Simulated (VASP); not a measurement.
Set up this calculation in VASP 6.6.1, as the native input.

```
Task                   : single point
Functional             : PBE
Potentials or basis    : VASP PAW PBE potentials, release 64 (Ga_d, O)
Cutoff                 : 520 eV
k mesh                 : 6 × 6 × 4
Occupations            : gaussian, width 0.1 eV
Spin                   : collinear spin, ferromagnetic start
Starting moments       : [0.0, 0.0, 1.0, 1.0, 1.0] μB
Dipole correction      : no
Further INCAR settings : ALGO = Normal; EDIFF = 1e-06; NBANDS = 34
```

The structure of Ga2O3 lies in POSCAR:

```
Ga2O3
1.0
    3.1313663049     -0.0000000028      0.0000000000
   -1.5656831500      2.7118427700      0.0000000000
    0.0000000000      0.0000000000      8.7799988850
Ga O
2 3
Direct
    0.0000000000      0.0000000000      0.7998357285
    0.0000000000      0.0000000000      0.2001642715
    0.3333333333      0.6666666667      0.7251408427
    0.3333333333      0.6666666667      0.2748591573
    0.0000000000      0.0000000000      0.0000000000
```

The cell was generated, and may not be a known phase.

These files were run (other wordings do the same):

INCAR

```
PREC = Accurate
ENCUT = 520
EDIFF = 1E-6
ISMEAR = 0
SIGMA = 0.1
LREAL = False
LASPH = True
NELM = 150
ALGO = Normal
ISIF = 2
LWAVE = False
LCHARG = False
ISPIN = 2
MAGMOM = 0 0 1 1 1
LORBIT = 11
GGA = PE
NBANDS = 34
```

KPOINTS

```
Automatic mesh
0
Gamma
  6 6 4
```

Potentials or basis: VASP PAW PBE potentials, release 64 (Ga_d, O).

Run with:

```bash
$ cat potpaw_PBE.64/Ga_d/POTCAR potpaw_PBE.64/O/POTCAR > POTCAR
$ mpirun -np 1 vasp_std > vasp.out
```

It gave:

- Pressure: 0.3 GPa
- Largest force: 0.046 eV/Å
- Band gap on the k mesh: 0.64 eV
- Net moment: 0.00 μB per cell
- Valence electrons inside the program's atomic spheres: Ga 11.77; O 5.02, 5.08 (each value once)

Caveat: semilocal functionals underestimate gaps, and a narrow one can read as zero.

Wall time 110 s on 1 thread of Intel(R) Xeon(R) 6975P-C (Granite Rapids), with other jobs on the host, peak memory 0.25 GiB.
